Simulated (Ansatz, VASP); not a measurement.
**Ru in VASP and in Ansatz**

```
Ru
1.0
     2.25720    0.00000    0.00000
    -1.12860    1.95479    0.00000
     0.00000    0.00000    3.62335
Ru
2
Direct
  0.33333 0.66667 0.25000
  0.66667 0.33333 0.75000
```

Change from the starting cell: volume scaled by 0.6, PAW files.

Alike in both runs: task single point; functional PBEsol; k mesh 18 × 18 × 10; occupations fermi-dirac, width 0.08 eV; no spin polarisation.

|  | VASP | Ansatz |
| --- | --- | --- |
| version | VASP 6.6.1 | Ansatz 0.2.0 |
| potentials or method | VASP PAW PBE potentials, release 64 (Ru_pv) | PAW with Ansatz's default frozen-core files, scalar-relativistic |
| plane-wave cutoff (eV) | 520 | 420 |
| valence electrons in the cell | 28 | 32 |

|  | VASP | Ansatz | Ansatz less VASP |
| --- | --- | --- | --- |
| pressure (GPa) | 573.9 | 562.3 | -11.61 |
| traceless stress, the component that is largest in VASP (GPa) | 0.89 | 0.21 | -0.676 |

VASP's potentials were made for PBE, not for PBEsol. Both programs put the cell under a high pressure, so it lies far from rest at this level. VASP's potentials hold 28 valence electrons a cell and Ansatz's 32, so a difference there can come from the potentials and not from the codes.

Noted on VASP's run: the cell as given lies far from equilibrium.
